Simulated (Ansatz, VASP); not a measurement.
## Ir: VASP beside Ansatz

```
Ir
1.0
     0.00000    1.95667    1.95667
     1.95667    0.00000    1.95667
     1.95667    1.95667    0.00000
Ir
1
Direct
  0.00000 0.00000 0.00000
```

Alike in both runs: task single point; functional PBE; k mesh 18 × 18 × 18; occupations gaussian, width 0.05 eV; no spin polarisation.

|  | VASP | Ansatz |
| --- | --- | --- |
| version | VASP 6.6.1 | Ansatz 0.2.0 |
| potentials or method | VASP PAW PBE potentials, release 64 (Ir), cutoff 520 eV | scalar-relativistic, plane waves, PAW |
| valence electrons in the cell | 9 | 17 |

VASP gave:

```
pressure (GPa) : -10.2
```

Which values does Ansatz return?

Pressure (GPa): -10.6.

VASP's potentials hold 9 valence electrons a cell and Ansatz's 17, so a difference there can come from the potentials and not from the codes.

Neither program's run includes spin-orbit coupling.
